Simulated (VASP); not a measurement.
Runs of VASP 6.6.1 on Bi2Te3. The structure is that of space group R-3m (No. 166), or close to it. The cells are those of the table. 

```csv
level,cell,gap on the mesh (eV),pressure (GPa),largest force (eV/Å)
RPBE,"a = 10.421 Å, angles 24.4°, 5 atoms",0.30,3.3,0.01
PBE+D4,"a = 10.421 Å, angles 24.4°, 5 atoms",0.25,-0.3,0.01
PBE,"a = 10.421 Å, angles 24.4°, 5 atoms",0.25,1.9,0.01
PBE,"a = 10.485 Å, angles 24.1°, 5 atoms",(a),1.3,(b)
```

Alike in all rows: task single point; potentials or basis VASP PAW PBE potentials, release 64 (Bi_d, Te); no spin polarisation; k mesh 6 × 6 × 6; cutoff (eV) 520; smearing gaussian 0.05 eV.

Q: Fill in the values left out.

A: (a) 0.33; (b) 0.48.

Caveats: spin-orbit coupling is left out, which moves the levels of the heavy elements; the PAW data sets were made with another functional, which shifts forces and pressure a little (some runs).

A k mesh can miss the band edges, and the runs leave out spin-orbit coupling on Bi, Te.
